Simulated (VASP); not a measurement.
Wanted: the native input for a VASP 6.6.1 run.

- Task: single point
- Functional: PBE
- Potentials or basis: VASP PAW PBE potentials, release 64 (Pd)
- Cutoff: 520 eV
- k mesh: 20 × 20 × 20
- Occupations: gaussian, width 0.15 eV
- Spin: no spin polarisation
- Dipole correction: no
- Further INCAR settings: ALGO = Normal; EDIFF = 1e-06; NBANDS = 11

The structure of Pd lies in POSCAR:

```
Pd
1.0
    0.0000000000      1.9449000000      2.0226960000
    1.9449000000      0.0000000000      2.0226960000
    1.9449000000      1.9449000000      0.0000000000
Pd
1
Direct
    0.0000000000      0.0000000000      0.0000000000
```

This cell differs from its parent crystal: strain +0.000 along x and y, +0.040 along z.

The input as run:

INCAR

```
ALGO = Normal
EDIFF = 1E-6
ENCUT = 520
GGA = PE
ISIF = 2
ISMEAR = 0
LASPH = T
LCHARG = F
LREAL = F
LWAVE = F
NBANDS = 11
NELM = 80
PREC = Accurate
SIGMA = 0.15
```

KPOINTS

```
k-points
0
Gamma
  20 20 20
```

Potentials or basis: VASP PAW PBE potentials, release 64 (Pd).

The run is started by

```console
$ cat potpaw_PBE.64/Pd/POTCAR > POTCAR
$ mpirun -np 1 vasp_std > vasp.out
```

Results of the run:

```json
{
 "Pressure": "0.1 GPa",
 "Band gap on the k mesh": "zero (bands 5 and 6 overlap by 1.59 eV)"
}
```

Caveat: the cell differs from its parent crystal (strain +0.000 along x and y, +0.040 along z).

Wall time 58 s on 1 thread of AMD EPYC 9R45 96-Core Processor (Zen 5), on a shared host, peak memory 0.19 GiB.
